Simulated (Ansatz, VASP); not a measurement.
In2O3: VASP beside Ansatz

```
In O
1.0
     2.75390    1.58997    4.85346
    -2.75390    1.58997    4.85346
     0.00000   -3.17994    4.85346
In O
4 6
Direct
  0.64292 0.64292 0.64292
  0.85708 0.85708 0.85708
  0.35708 0.35708 0.35708
  0.14292 0.14292 0.14292
  0.04659 0.75000 0.45341
  0.75000 0.45341 0.04659
  0.45341 0.04659 0.75000
  0.95341 0.25000 0.54659
  0.54659 0.95341 0.25000
  0.25000 0.54659 0.95341
```

Alike in both runs: task single point; functional PBE; k mesh 6 × 6 × 6; occupations fermi-dirac, width 0.02 eV; no spin polarisation.

|  | VASP | Ansatz |
| --- | --- | --- |
| version | VASP 6.6.1 | Ansatz 0.2.0 |
| potentials or method | VASP PAW PBE potentials, release 64 (In_d, O) | plane waves, PAW |
| plane-wave cutoff (eV) | 520 | 420 |
| valence electrons in the cell | 88 | 88 |

Ansatz gave:

```
gap on the k mesh at the Fermi level (eV)                     : 1.23
pressure (GPa)                                                : 6.4
traceless stress, the component that is largest in VASP (GPa) : -0.41
rms of the force components (eV/Å)                            : 0.037
```

Estimate VASP's values.

gap on the k mesh at the Fermi level (eV): 1.22; pressure (GPa): 6.9; traceless stress, the component that is largest in VASP (GPa): -0.53; rms of the force components (eV/Å): 0.033.

Atom by atom the forces differ by 0.006 eV/Å (rms over components).
